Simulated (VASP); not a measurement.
C:

```xyz
2
Lattice="0.0000 1.7942 1.6690 1.7942 0.0000 1.6690 1.7942 1.7942 0.0000" Properties=species:S:1:pos:R:3 pbc="T T T"
C     1.7942    1.7942    1.6690
C     2.6914    2.6914    2.5035
```

This cell differs from its parent crystal: volume 5.373 Å^3 an atom, c/a of the conventional cell 0.9302.

Base run:

- Program: VASP 6.6.1
- Functional: LDA
- Potentials or basis: VASP PAW LDA potentials, release 64 (C_h)
- Cutoff: 910 eV
- k mesh: 12 × 12 × 12
- Occupations: gaussian, width 0.05 eV
- Spin: no spin polarisation

Its results: band gap on the k mesh 2.42 eV, indirect (least direct gap 4.45 eV); pressure 12.7 GPa.

Problem. The run is repeated on the same cell with these changes: potentials or basis from VASP PAW LDA potentials, release 64 (C_h) to VASP PAW LDA potentials, release 64 (C); cutoff from 910 eV to 520 eV. What comes out?

Solution. Band gap on the k mesh 2.41 eV, indirect (least direct gap 4.45 eV); pressure 13.8 GPa.

Caveats: the cutoff is under 1.25 times the usual one of these potentials, so pressure, stress and relaxed cells hold a basis-set (Pulay) error (some runs).

A k mesh can miss the band edges.
